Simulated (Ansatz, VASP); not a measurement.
# One calculation of AlCu3, two programs

File INCAR:

```
SYSTEM = AlCu3
PREC = Accurate
ENCUT = 520
EDIFF = 1E-6
ISMEAR = 0
SIGMA = 0.15
LREAL = .FALSE.
LASPH = .TRUE.
NELM = 100
ALGO = Fast
ISIF = 2
LWAVE = .FALSE.
LCHARG = .TRUE.
GGA = PS
LELF = .TRUE.
LVHAR = .TRUE.
NBANDS = 26
```

File KPOINTS:

```
Automatic mesh
0
G
  14 14 14
  0 0 0
```

Contents of POSCAR:

```
AlCu3
1.0
    3.6318704096      0.0000000000      0.0000000000
    0.0000000000      3.6318704096      0.0000000000
    0.0000000000      0.0000000000      3.6318704096
Al Cu
1 3
Direct
    0.0000000000      0.0000000000     -0.1239030993
    0.5000000000      0.5000000000      0.0000000000
    0.5000000000      0.0000000000      0.5000000000
    0.0000000000      0.5000000000      0.5000000000
```

Input for Ansatz:

```yaml
crystal:
  lattice:
    - [3.6318704096, 0.0, 0.0]
    - [0.0, 3.6318704096, 0.0]
    - [0.0, 0.0, 3.6318704096]
  atoms:
    - { symbol: Al, position: [0.0, 0.0, -0.1239030993] }
    - { symbol: Cu, position: [0.5, 0.5, 0.0] }
    - { symbol: Cu, position: [0.5, 0.0, 0.5] }
    - { symbol: Cu, position: [0.0, 0.5, 0.5] }
basis:
  ecutwfc: 420
kpoints:
  mp_grid: { grid: [14, 14, 14] }
hamiltonian:
  xc: pbesol
scf:
  occupations: { method: gaussian, width: 0.15 }
output:
  forces: true
  stress: true
  eigenvalues: true
```

Alike in both runs: task single point; functional PBEsol; k mesh 14 × 14 × 14; occupations gaussian, width 0.15 eV; no spin polarisation.

|  | VASP | Ansatz |
| --- | --- | --- |
| version | VASP 6.6.1 | Ansatz 0.2.0 |
| potentials or method | VASP PAW PBE potentials, release 64 (Al, Cu), cutoff 520 eV | scalar-relativistic, plane waves, PAW |
| valence electrons in the cell | 36 | 60 |

VASP gave:

```
gap on the k mesh at the Fermi level (eV)                     : none
pressure (GPa)                                                : 8.3
traceless stress, the component that is largest in VASP (GPa) : -1.70
rms of the force components (eV/Å)                            : 1.275
```

Estimate Ansatz's values.

gap on the k mesh at the Fermi level (eV): none; pressure (GPa): 7.7; traceless stress, the component that is largest in VASP (GPa): -1.66; rms of the force components (eV/Å): 1.268.

VASP's potentials were made for PBE, not for PBEsol. Atom by atom the forces differ by 0.008 eV/Å (rms over components). A gap of «none» marks a metal or a gap that the smearing closes. VASP's potentials hold 36 valence electrons a cell and Ansatz's 60, so a difference there can come from the potentials and not from the codes.
